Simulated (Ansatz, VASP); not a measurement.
# Cr in VASP and in Ansatz

File INCAR:

```
SYSTEM = Cr
PREC     = Accurate       ! precision mode
ENCUT    = 600            ! plane-wave cutoff, eV
EDIFF    = 1E-7           ! SCF threshold, eV
ISMEAR   = -1             ! smearing method
SIGMA    = 0.05           ! smearing width, eV
LREAL    = .False.        ! projectors in reciprocal space
LASPH    = .True.         ! aspherical terms in the spheres
NELM     = 150            ! most SCF steps
ALGO     = Normal         ! electronic algorithm
ISIF     = 3              ! what is computed and relaxed
LWAVE    = .False.        ! write WAVECAR
LCHARG   = .False.        ! write CHGCAR
ISPIN    = 2              ! spin polarisation
MAGMOM   = 1.5 -1.5       ! initial moments
LORBIT   = 11             ! projections on sites
LMAXMIX  = 4              ! l up to which the mixer works
GGA      = PS             ! functional
IBRION   = 2              ! ionic algorithm
NSW      = 80             ! ionic steps
EDIFFG   = -0.01          ! ionic threshold
```

KPOINTS

```
Automatic mesh
0
Gamma
  11 11 11
  0 0 0
```

Contents of POSCAR:

```
Cr
1.0
    0.0000000000      2.5297724266      2.5297724266
    2.5297724266      0.0000000000      2.5297724266
    2.5297724266      2.5297724266      0.0000000000
Cr
2
Direct
    0.1250000000      0.1250000000      0.1250000000
    0.8750000000      0.8750000000      0.8750000000
```

Input for Ansatz:

```yaml
crystal:
  lattice:
    - [0.0, 2.5297724266, 2.5297724266]
    - [2.5297724266, 0.0, 2.5297724266]
    - [2.5297724266, 2.5297724266, 0.0]
  atoms:
    - { symbol: Cr, position: [0.125, 0.125, 0.125], spin: 1.5 }
    - { symbol: Cr, position: [0.875, 0.875, 0.875], spin: -1.5 }
hamiltonian:
  xc: pbesol
  pseudopotentials:
    kind: paw
    azcp:
      Cr: "pseudopotentials/Cr.paw.azcp"
basis:
  ecutwfc: 420
  fft_grid_basis: typed
kpoints:
  mp_grid: { grid: [11, 11, 11], shift: [0, 0, 0] }
magnetization:
  spin_polarized: true
scf:
  occupations: { method: fermi_dirac, width: 0.05 }
relax:
  max_steps: 60
  f_tol: 0.01
  cell: {}
```

Alike in both runs: task relaxation of cell and atoms; functional PBEsol; k mesh 11 × 11 × 11; occupations fermi-dirac, width 0.05 eV; collinear spin.

|  | VASP | Ansatz |
| --- | --- | --- |
| version | VASP 6.6.1 | Ansatz 0.2.0 |
| potentials or method | VASP PAW PBE potentials, release 64 (Cr_pv), cutoff 600 eV | plane waves (420 eV) with PAW, scalar-relativistic |
| valence electrons in the cell | 24 | 28 |

VASP gave:

| Property | Result |
| --- | --- |
| net moment per atom (μB) | 0.00 |
| size of the moment on the site where the two differ most (μB) | 2.42 |
| relaxed volume (Å³/atom) | 17.66 |
| relaxed length of the cell vector where the two differ most in proportion (Å) | 3.683 |

Problem. What did Ansatz give for the same quantities?

Solution. net moment per atom (μB): 0.00; size of the moment on the site where the two differ most (μB): 2.16; relaxed volume (Å³/atom): 17.54; relaxed length of the cell vector where the two differ most in proportion (Å): 3.674.

VASP's potentials were made for PBE, not for PBEsol, and Ansatz warns of the same on its side. Site moments also hang on the region over which each program counts them. VASP's potentials hold 24 valence electrons a cell and Ansatz's 28, so a difference there can come from the potentials and not from the codes.
